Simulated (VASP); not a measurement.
# MgW (P1) in VASP: relaxation of cell and atoms with PBE

Aim: the relaxation of cell and atoms of MgW with PBE.

All numbers are computed with VASP 6.6.1; they aren't measurements. Logs are shortened: lines on timing, memory, paths and dates and some standing lists are left out, and cuts for length are marked.

## Step 1: The cell of the first run

The typed cell holds 4 atoms: a = 2.763 Å, b = 4.653 Å, c = 5.547 Å, α = 88.45°, β = 90.52°, γ = 91.95°.

## Step 2: Relaxation of cell and atoms, PBE

INCAR reads:

```
SYSTEM = MgW
  PREC = Accurate
  ENCUT = 600
  EDIFF = 1E-7
  ISMEAR = 0
  SIGMA = 0.2
  LREAL = .False.
  LASPH = .True.
  NELM = 80
  ALGO = Fast
  ISIF = 3
  LWAVE = .False.
  LCHARG = .False.
  GGA = PE
  IBRION = 2
  NSW = 80
  EDIFFG = -0.025
```

KPOINTS reads:

```
regular mesh
0
Gamma
  8 6 4
  0 0 0
```

POSCAR reads:

```
MgW
1.0
   -0.0122153764      2.7622914595     -0.0466954006
    0.0633303948     -0.0797225238      4.6521580764
    5.5462270010     -0.0244307528      0.0741882724
Mg W
2 2
Direct
   -0.0541717252     -0.0008680938      0.4714411509
    0.0460631679     -0.0008929736     -0.0060563804
    0.4977060349      0.5010772136      0.2560453190
    0.5104025224      0.5006838537      0.7785699105
```

Potentials or basis: VASP PAW PBE potentials, release 64 (Mg, W_sv).

Started as:

```
cat potpaw_PBE.64/Mg/POTCAR potpaw_PBE.64/W_sv/POTCAR > POTCAR
mpirun -np 1 vasp_std > vasp.out
```

OUTCAR:

```text
SYSTEM = MgW
   PREC = Accurate
   ENCUT = 600
   EDIFF = 1E-7
   ISMEAR = 0
   LREAL = .False.
   LASPH = .True.
   NELM = 80
   ISIF = 3
   GGA = PE
   IBRION = 2
   NSW = 80
   EDIFFG = -0.025

 ion  position               nearest neighbor table
   1  0.946  0.999  0.471-   2 2.67   3 2.87   3 2.90   2 2.91   3 2.97   4 3.06   3 3.09   4 3.20
                             4 3.27   4 3.27   2 3.62
   2  0.046  0.999  0.994-   1 2.67   4 2.86   1 2.91   4 2.97   4 2.98   3 3.00   3 3.01   4 3.02
                             3 3.07   3 3.21   1 3.62
   3  0.498  0.501  0.256-   4 2.65   1 2.87   4 2.90   1 2.90   1 2.97   2 3.00   2 3.01   2 3.07
                             1 3.09   2 3.21
   4  0.510  0.501  0.779-   3 2.65   2 2.86   3 2.90   2 2.97   2 2.98   2 3.02   1 3.06   1 3.20
                             1 3.27   1 3.27

  LATTYP: Found a triclinic cell.
 ALAT       =     7.7937331488
 B/A-ratio  =     0.3544787930
 C/A-ratio  =     1.5285734737
 COS(alpha) =     0.0048864598
 COS(beta)  =     0.6586691971
 COS(gamma) =     0.7025160416

  Lattice vectors:

 A1 = (  -5.5217962482,  -5.5001521662,   0.0192025288)
 A2 = (   0.0122153764,  -2.7622914595,   0.0466954006)
 A3 = ( -11.0291236072,  -0.0308610182,   4.5037815316)

Analysis of symmetry for initial positions (statically):
=====================================================================
 Subroutine PRICEL returns:
 Original cell was already a primitive cell.

 Routine SETGRP: Setting up the symmetry group for a
 triclinic supercell.

 Subroutine GETGRP returns: Found  1 space group operations
 (whereof  1 operations were pure point group operations)
 out of a pool of  2 trial point group operations.

The static configuration has the point symmetry C_1 .

Analysis of symmetry for dynamics (positions and initial velocities):
=====================================================================
 Subroutine PRICEL returns:
 Original cell was already a primitive cell.

 Routine SETGRP: Setting up the symmetry group for a
 triclinic supercell.

 Subroutine GETGRP returns: Found  1 space group operations
 (whereof  1 operations were pure point group operations)
 out of a pool of  2 trial point group operations.

The dynamic configuration has the point symmetry C_1 .

 Subroutine INISYM returns: Found  1 space group operations
 (whereof  1 operations are pure point group operations),
 and found     1 'primitive' translations

----------------------------------------------------------------------------------------

                                     Primitive cell

  volume of cell :      71.2376

  direct lattice vectors                    reciprocal lattice vectors
    -0.012215376  2.762291460 -0.046695401     0.001512422  0.362129524  0.006185107
     0.063330395 -0.079722524  4.652158076    -0.002860693  0.003622766  0.215055028
     5.546227001 -0.024430753  0.074188272     0.180338750  0.000756211 -0.002442014

  length of vectors
     2.762713120  4.653272095  5.546776966     0.362185498  0.215104563  0.180356868

  position of ions in fractional coordinates (direct lattice)
     0.945828275  0.999131906  0.471441151
     0.046063168  0.999107026  0.993943620
     0.497706035  0.501077214  0.256045319
     0.510402522  0.500683854  0.778569911

  ion indices of the primitive-cell ions
   primitive index   ion index
                 1           1
                 2           2
                 3           3
                 4           4

----------------------------------------------------------------------------------------

 KPOINTS: regular mesh

Automatic generation of k-mesh.
 Grid dimensions read from file:
 generate k-points for:    8    6    4

 Generating k-lattice:

  Cartesian coordinates                     Fractional coordinates (reciprocal lattice)
     0.000189053  0.045266190  0.000773138     0.125000000  0.000000000  0.000000000
    -0.000476782  0.000603794  0.035842505     0.000000000  0.166666667 -0.000000000
     0.045084687  0.000189053 -0.000610504     0.000000000 -0.000000000  0.250000000

  Length of vectors
     0.045273187  0.035850761  0.045089217

  Shift w.r.t. Gamma in fractional coordinates (k-lattice)
     0.000000000  0.000000000  0.000000000

 Subroutine IBZKPT returns following result:
 ===========================================

 Found    100 irreducible k-points:

 Following reciprocal coordinates:
            Coordinates               Weight
  0.000000  0.000000  0.000000      1.000000
  0.125000  0.000000  0.000000      2.000000
  0.250000  0.000000  0.000000      2.000000
  0.375000 -0.000000 -0.000000      2.000000
  0.500000  0.000000  0.000000      1.000000
  0.000000  0.166667  0.000000      2.000000
[... 16 lines left out ...]
  0.125000  0.500000  0.000000      2.000000
  0.250000  0.500000  0.000000      2.000000
 [... further k-points ...]
   k-points           NKPTS =    100   k-points in BZ     NKDIM =    100   number of bands    NBANDS=     20
   number of dos      NEDOS =    301   number of ions     NIONS =      4
   total plane-waves  NPLWV =  46080
   dimension x,y,z NGX =    24 NGY =   40 NGZ =   48
   dimension x,y,z NGXF=    48 NGYF=   80 NGZF=   96
   ions per type =               2   2
   NGX,Y,Z   is equivalent  to a cutoff of  14.44, 14.29, 14.39 a.u.
   NGXF,Y,Z  is equivalent  to a cutoff of  28.88, 28.58, 28.77 a.u.
 SYSTEM =  MgW
   PREC   = accura    normal or accurate (medium, high low for compatibility)
   ISTART =      0    job   : 0-new  1-cont  2-samecut
   ICHARG =      2    charge: 1-file 2-atom 10-const
   ISPIN  =      1    spin polarized calculation?
   LNONCOLLINEAR =      F non collinear calculations
   LSORBIT =      F    spin-orbit coupling
   LASPH  =      T    aspherical Exc in radial PAW
   ENCUT  =  600.0 eV  44.10 Ry    6.64 a.u.   5.52  9.29 11.08*2*pi/ulx,y,z
   NELM   =     80;   NELMIN=  2; NELMDL= -5     # of ELM steps
   EDIFF  = 0.1E-06   stopping-criterion for ELM
   LREAL  =      F    real-space projection
   EDIFFG = -.3E-01   stopping-criterion for IOM
   NSW    =     80    number of steps for IOM
   IBRION =      2    ionic relax: 0-MD 1-quasi-New 2-CG
   NFREE  =      1    steps in history (QN), initial steepest desc. (CG)
   ISIF   =      3    stress and relaxation
   ISYM   =      2    0-nonsym 1-usesym 2-fastsym
   POTIM  = 0.5000    time-step for ionic-motion
   TEBEG  =    0.0;   TEEND  =   0.0 temperature during run
   PSTRESS=    0.0 pullay stress
   NELECT =      32.0000    total number of electrons
   NUPDOWN=      -1.0000    fix difference up-down
   EMIN   =  10.00;   EMAX   =-10.00  energy-range for DOS
   EFERMI =   0.00;   METHOD = LEGACY
   ISMEAR =     0;   SIGMA  =   0.20  broadening in eV -4-tet -1-fermi 0-gaus
   EFERMI_NEDOS =   21; number of points for ismear=-14 and -15
   IALGO  =     68    algorithm
   IMIX   =      4    mixing-type and parameters
     AMIX     =   0.40;   BMIX     =  1.00
     AMIX_MAG =   1.60;   BMIX_MAG =  1.00
  volume/ion in A,a.u.               =      17.81       120.18
  Fermi-wavevector in a.u.,A,eV,Ry     =   1.253781  2.369303 21.387918  1.571968
  Thomas-Fermi vector in A             =   2.387618
   LORBIT       =      0    0 simple, 1 ext, 2 COOP (PROOUT), +10 PAW based schemes
   GGA     = PE    functional components
   LHFCALC =     F    Hartree Fock is set to
   AEXX    =    0.0000 exact exchange contribution
   IVDW    =     0    specifies the selected vdW correction
   LEPSILON=     F    determine dielectric tensor
   LRPA    =     F    only Hartree local field effects (RPA)
 conjugate gradient relaxation of ions
 non-spin polarized calculation
 RMM-DIIS sequential band-by-band and
 Gauss-broadening in eV      SIGMA  =   0.20
  energy-cutoff  :      600.00
  volume of cell :       71.24
 maximum number of plane-waves:      2396
 NGX is ok and might be reduce to    24
   NGX = 11   NGY = 19   NGZ = 23

--------------------------------------- Ionic step        1  -------------------------------------------

 number of electron      32.0000002 magnetization

 Free energy of the ion-electron system (eV)
  ---------------------------------------------------
  ext. energy  EPLUGINS =         0.00000000
  ---------------------------------------------------
  free energy    TOTEN  =       -26.69194667 eV

  energy without entropy =      -26.63452765  energy(sigma->0) =      -26.66323716

------------------------ aborting loop because EDIFF is reached ----------------------------------------

  FORCE on cell =-STRESS in cart. coord.  units (eV):
  Direction    XX          YY          ZZ          XY          YZ          ZX
  --------------------------------------------------------------------------------------
  -------------------------------------------------------------------------------------
  Total       -2.1627144     -2.1313885     -0.1175353     -0.2503282      1.1031999     -0.7718342
  in kB      -48.6407963    -47.9362566     -2.6434421     -5.6300380     24.8116537    -17.3590318
  external PRESSURE =     -33.0734983 kB  Pullay stress =       0.0000000 kB
[... 95 lines left out ...]
  FREE ENERGIE OF THE ION-ELECTRON SYSTEM (eV)
  ---------------------------------------------------
  free  energy   TOTEN  =       -26.8119156209 eV

  energy  without entropy=      -26.7592110184  energy(sigma->0) =      -26.78556332

[... ionic steps 4 to 37 ...]

--------------------------------------- Ionic step       38  -------------------------------------------

 number of electron      31.9999997 magnetization

------------------------ aborting loop because EDIFF is reached ----------------------------------------
[... 71 lines left out ...]
--------------------------------------- Ionic step       40  -------------------------------------------

 number of electron      31.9999997 magnetization

 Free energy of the ion-electron system (eV)
  ---------------------------------------------------
  ext. energy  EPLUGINS =         0.00000000
  ---------------------------------------------------
  free energy    TOTEN  =       -27.10687516 eV

  energy without entropy =      -27.05331366  energy(sigma->0) =      -27.08009441

 E-fermi :   6.6888     XC(G=0): -11.3396

 val. band max:        6.6573483035   @ k =   0.5000   0.1667  -0.0000
 cond. band min:       6.6994853435   @ k =   0.2500   0.0000   0.5000
 fundamental gap:      0.0421370401
 Fermi energy:         6.6888263418

 k-point     1 :       0.0000    0.0000    0.0000
  band No.  band energies     occupation
      1     -66.9758      2.00000
      2     -66.9117      2.00000
      3     -31.5511      2.00000
      4     -31.2928      2.00000
      5     -31.1817      2.00000
      6     -30.7444      2.00000
[... 541 lines left out ...]
     19       8.4658      0.00000
     20       9.4492      0.00000

 [... further k-points ...]
[... 5 lines left out ...]
  --------------------------------------------------------------------------------------
  -------------------------------------------------------------------------------------
  Total       -0.0295777     -0.0273182     -0.0133649      0.0110788     -0.0060476     -0.0059866
  in kB       -0.6904986     -0.6377506     -0.3120074      0.2586371     -0.1411821     -0.1397595
  external PRESSURE =      -0.5467522 kB  Pullay stress =       0.0000000 kB
[... 19 lines left out ...]
  FREE ENERGIE OF THE ION-ELECTRON SYSTEM (eV)
  ---------------------------------------------------
  free  energy   TOTEN  =       -27.1068751612 eV

  energy  without entropy=      -27.0533136611  energy(sigma->0) =      -27.08009441

 reached required accuracy - stopping structural energy minimisation
```

Wall time 72 min (1 thread of Intel Xeon Platinum 8259CL at 2.50GHz (Skylake/Cascade Lake), shared host); peak memory 0.36 GiB.

Results:

```
Free energy                           : -27.1069 eV
Relaxed volume                        : 17.16 Å³/atom
Relaxed cell                          : a = 2.738 Å, b = 4.795 Å, c = 5.477 Å, α = 89.99°, β = 107.40°, γ = 90.00°
Space group after relaxing (to 0.1 Å) : Cmmm (No. 65)
Energy gained by relaxing             : 103.7 meV/atom
Ionic steps                           : 40
Pressure after relaxing               : -0.1 GPa
Largest force after relaxing          : 0.025 eV/Å
Band gap on the k mesh                : zero (bands 16 and 17 overlap by 1.00 eV)
```

Forces on the atoms (eV/Å):
```
Mg   0.006 -0.006  0.000
Mg  -0.016  0.019  0.001
W   -0.006 -0.015  0.000
W    0.016  0.001 -0.001
```

Step by step:
```
step  energy change (eV)  largest force (eV/Å)  pressure (GPa)  volume (Å³)
   1              0.0000                1.1958           -3.31        71.24
   2             -0.1188                0.8302            3.92        67.48
   3             -0.1200                0.8127            3.25        67.78
   4             -0.1949                0.3743           -0.15        69.11
   5             -0.1955                0.4087           -0.43        69.24
   6             -0.2194                0.2973           -0.34        68.99
   7             -0.2286                0.1981           -0.11        68.72
   8             -0.2382                0.1213            0.49        68.48
   9             -0.2397                0.1483            0.86        68.33
  10             -0.2466                0.1812           -0.04        68.78
  11             -0.2519                0.3038           -2.14        69.91
  12             -0.2541                0.3142           -2.21        69.94
  13             -0.2610                0.3467           -2.40        70.03
  14             -0.2750                0.4154           -2.75        70.20
  15             -0.2908                0.5609           -3.31        70.44
  16             -0.3093                0.5797           -2.24        69.83
  17             -0.3176                0.6800           -1.07        69.22
  18             -0.3183                0.7106           -0.69        69.03
  19             -0.3322                0.6540           -0.37        68.87
  20             -0.3601                0.4887            0.67        68.37
  21             -0.3534                0.3238            3.07        67.37
  22             -0.3673                0.3555            1.65        67.94
  23             -0.3814                0.2748            0.74        68.31
  24             -0.3927                0.2419           -1.01        69.06
  25             -0.3995                0.1943           -0.40        68.76
  26             -0.4028                0.1776            0.38        68.38
  27             -0.4063                0.1323            0.15        68.49
  28             -0.4094                0.1119           -0.28        68.73
  29             -0.4111                0.1026            0.10        68.55
  30             -0.4120                0.0941            0.51        68.36
  31             -0.4132                0.0714            0.14        68.52
  32             -0.4137                0.0543           -0.27        68.71
  33             -0.4143                0.0541           -0.13        68.66
  34             -0.4143                0.0551           -0.06        68.64
  35             -0.4146                0.0407            0.05        68.59
  36             -0.4147                0.0261            0.16        68.53
  37             -0.4148                0.0254            0.00        68.61
  38             -0.4148                0.0273           -0.13        68.67
  39             -0.4148                0.0268           -0.11        68.65
  40             -0.4149                0.0249           -0.05        68.63
```

Final structure:
```
CELL_PARAMETERS angstrom
-0.41601 2.70659 -0.00010
-0.00067 0.00007 4.79543
5.41442 -0.82492 0.00211
ATOMIC_POSITIONS crystal
Mg 0.99982 0.00000 0.50133
Mg 0.99463 0.99999 0.00133
W 0.50321 0.50000 0.24885
W 0.50235 0.50002 0.74849
```

Caveat: spin-orbit coupling is left out, which moves the levels of the heavy elements.

The gap in the log of VASP goes by the Fermi energy; the results here count the filled bands.